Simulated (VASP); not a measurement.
Write the native input for VASP 6.6.1 that does the following.

```yaml
Task: single point
Functional: PBE
Potentials_or_basis: VASP PAW PBE potentials, release 64 (Cd, Sn_d, O)
Cutoff: 520 eV
k_mesh: 3 × 3 × 3
Occupations: gaussian, width 0.15 eV
Spin: no spin polarisation
Dipole_correction: no
Further_INCAR_settings: ALGO = Normal; EDIFF = 1e-06; NBANDS = 27
```

The structure of CdSnO2 lies in POSCAR:

```
CdSnO2
1.0
    4.0210455002      0.0000000000      0.0000000000
    0.0000000000      4.0210455002      0.0000000000
    0.0000000000      0.0000000000      4.5417191866
Cd Sn O
1 1 2
Direct
    0.0000000000      0.0000000000      1.1087433040
    0.5000000000      0.5000000000      0.6811025847
    0.5000000000      0.0000000000     -0.1045190843
    0.0000000000      0.5000000000     -0.1045190843
```

The cell was generated, and may not be a known phase.

The input as run:

INCAR

```
ALGO     = Normal         # electronic algorithm
EDIFF    = 1E-6           # SCF threshold, eV
ENCUT    = 520            # plane-wave cutoff, eV
GGA      = PE             # functional
ISIF     = 2              # what is computed and relaxed
ISMEAR   = 0              # smearing method
LASPH    = T              # aspherical terms in the spheres
LCHARG   = T              # write CHGCAR
LELF     = T              # ELF
LREAL    = F              # projectors in reciprocal space
LVHAR    = T            
LWAVE    = F              # write WAVECAR
NBANDS   = 27             # bands
NELM     = 60             # most SCF steps
PREC     = Accurate       # precision mode
SIGMA    = 0.15           # smearing width, eV
```

KPOINTS

```
k-points
0
Gamma
  3 3 3
```

Potentials or basis: VASP PAW PBE potentials, release 64 (Cd, Sn_d, O).

Run with:

```sh
$ cat potpaw_PBE.64/Cd/POTCAR potpaw_PBE.64/Sn_d/POTCAR potpaw_PBE.64/O/POTCAR > POTCAR
$ mpirun -np 1 vasp_std > vasp.out
```

Results of the run:

The pressure is 0.7 GPa, the largest force is 0.155 eV/Å and the band gap on the k mesh is 1.66 eV (least direct gap 2.07 eV).

Caveat: the k points lie up to 0.52 Å⁻¹ apart; spin-orbit coupling is left out, which moves the levels of the heavy elements.

It took 12 s on 1 thread of Oxide Virtual Turin-like Processor (shared host), peak memory 0.14 GiB.
